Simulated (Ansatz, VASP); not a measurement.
**One calculation of SiC, two programs**

```
Si C
1.0
     0.00000    2.23285    2.23285
     2.23285    0.00000    2.23285
     2.23285    2.23285    0.00000
Si C
1 1
Cartesian
  0.0000 0.0263 0.0000
  3.3493 3.2878 3.3493
```

Change from the starting cell: mode 6 frozen in at -0.060 Å, equal normal strain along x, y and z +0.0250.

Alike in both runs: task single point; functional PBEsol; k mesh 10 × 10 × 10; occupations gaussian, width 0.05 eV; no spin polarisation.

|  | VASP | Ansatz |
| --- | --- | --- |
| version | VASP 6.6.1 | Ansatz 0.2.0 |
| potentials or method | VASP PAW PBE potentials, release 64 (Si, C), cutoff 520 eV | scalar-relativistic, plane waves, PAW |
| valence electrons in the cell | 8 | 8 |

Ansatz gave:

- gap on the k mesh at the Fermi level (eV): 0.90
- least direct gap on the mesh (eV): 4.16
- pressure (GPa): -13.5
- traceless stress, the component that is largest in VASP (GPa): -3.07
- rms of the force components (eV/Å): 0.812

Problem. Estimate VASP's values.

Solution. gap on the k mesh at the Fermi level (eV): 0.89; least direct gap on the mesh (eV): 4.15; pressure (GPa): -13.2; traceless stress, the component that is largest in VASP (GPa): -3.14; rms of the force components (eV/Å): 0.816.

VASP's potentials were made for PBE, not for PBEsol. Atom by atom the forces differ by 0.003 eV/Å (rms over components). The functional is the same, so the differences come from potentials, cutoffs and numerics.
